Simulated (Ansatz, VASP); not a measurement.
## One calculation of SnTe, two programs

POSCAR

```
SnTe
1.0
    0.0000000000      3.1255437385      3.1255437385
    3.1255437385      0.0000000000      3.1255437385
    3.1255437385      3.1255437385      0.0000000000
Sn Te
1 1
Direct
    0.0000000000      0.0000000000      0.0000000000
    0.5000000000      0.5000000000      0.5000000000
```

Contents of INCAR.step1:

```
SYSTEM = SnTe
PREC = Accurate
ENCUT = 520
ISMEAR = -1
SIGMA = 0.02
LREAL = .False.
LASPH = .True.
NELM = 150
MAGMOM = 0 0 0 0 0 0
LSORBIT = .True.
GGA_COMPAT = .False.
NBANDS = 32
GGA = PE
ALGO = Normal
EDIFF = 1E-4
LWAVE = .True.
LCHARG = .False.
```

INCAR.step2

```
SYSTEM = SnTe
PREC = Accurate
ENCUT = 520
EDIFF = 1E-7
ISMEAR = -1
SIGMA = 0.02
LREAL = .False.
LASPH = .True.
NELM = 150
ALGO = Normal
ISIF = 2
LWAVE = .False.
LCHARG = .False.
MAGMOM = 0 0 0 0 0 0
LORBIT = 11
LSORBIT = .True.
GGA_COMPAT = .False.
LORBMOM = .True.
METAGGA = R2SCAN
LMIXTAU = .True.
NBANDS = 32
ISTART = 1
```

The input KPOINTS:

```
regular mesh
0
Gamma
  8 8 8
  0 0 0
```

Input for Ansatz:

```yaml
crystal:
  lattice:
    - [0.0, 3.1255437385, 3.1255437385]
    - [3.1255437385, 0.0, 3.1255437385]
    - [3.1255437385, 3.1255437385, 0.0]
  atoms:
    - { symbol: Sn, position: [0.0, 0.0, 0.0] }
    - { symbol: Te, position: [0.5, 0.5, 0.5] }
kpoints:
  mp_grid: { grid: [8, 8, 8] }
  band_path:
    path:
      - [0.0, 0.0, 0.0]
      - [0.5, 0.0, 0.5]
      - [0.625, 0.25, 0.625]
      - [0.375, 0.375, 0.75]
      - [0.5, 0.5, 0.5]
      - [0.5, 0.25, 0.75]
      - [-0.015951, -0.015788, 0.492106]
      - [-0.018311, -0.009359, 0.490885]
    npoints: 1
hamiltonian:
  xc: r2scan
scf:
  occupations: { method: fermi_dirac, width: 0.02 }
  n_extra_bands: 8
magnetization:
  noncollinear: true
  spin_orbit: true
output:
  forces: true
  stress: true
  eigenvalues: true
```

Change from the starting cell: hydrostatic strain -2.0%.

Alike in both runs: task single point; functional r2SCAN; k mesh 8 × 8 × 8; occupations fermi-dirac, width 0.02 eV; non-collinear spin, spin-orbit coupling.

|  | VASP | Ansatz |
| --- | --- | --- |
| version | VASP 6.6.1 | Ansatz 0.2.0 |
| potentials or method | VASP PAW PBE potentials, release 64 (Sn_d, Te) | plane waves, PAW |
| plane-wave cutoff (eV) | 520 | 500 |
| valence electrons in the cell | 20 | 30 |

```csv
,VASP,Ansatz,Ansatz less VASP
pressure (GPa),2.8,2.8,-0.03
net moment per atom (μB),0.00,0.00,0.000
```

VASP's potentials were made for PBE, not for r2SCAN. With one functional, cell and mesh, what is left measures potentials, basis and numerics. VASP's potentials hold 20 valence electrons a cell and Ansatz's 30, so a difference there can come from the potentials and not from the codes.
